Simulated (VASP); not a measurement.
Runs of VASP 6.6.1 on MgS. The structure is that of space group P4_2/mnm (No. 136), or close to it. The cells are those of the table. 

```tsv
cell	k mesh	smearing	gap on the mesh (eV)	pressure (GPa)	largest force (eV/Å)
a = 4.082, b = 6.881, c = 6.873 Å, 8 atoms	4 × 2 × 2	gaussian 0.1 eV	3.35	-0.1	0.02
a = 6.877, b = 6.877, c = 4.080 Å, 8 atoms	4 × 4 × 6	gaussian 0.02 eV	3.35	-0.1	-
a = 6.862, b = 6.862, c = 4.092 Å, 8 atoms	4 × 4 × 4	gaussian 0.1 eV	3.34	-0.1	(b)
a = 4.080, b = 6.877, c = 6.877 Å, 8 atoms	4 × 2 × 2	gaussian 0.1 eV	3.35	-0.1	-
a = 6.618, b = 6.618, c = 3.909 Å, 8 atoms	4 × 4 × 4	gaussian 0.1 eV	3.80	8.1	(a)
```

Alike in all rows: task single point; level PBE; potentials or basis VASP PAW PBE potentials, release 64 (Mg, S); no spin polarisation; cutoff (eV) 520.

**Question.** Estimate the missing entries.

**Answer.** (a) 0.39; (b) 0.05.

Caveats: some runs use coarse meshes.

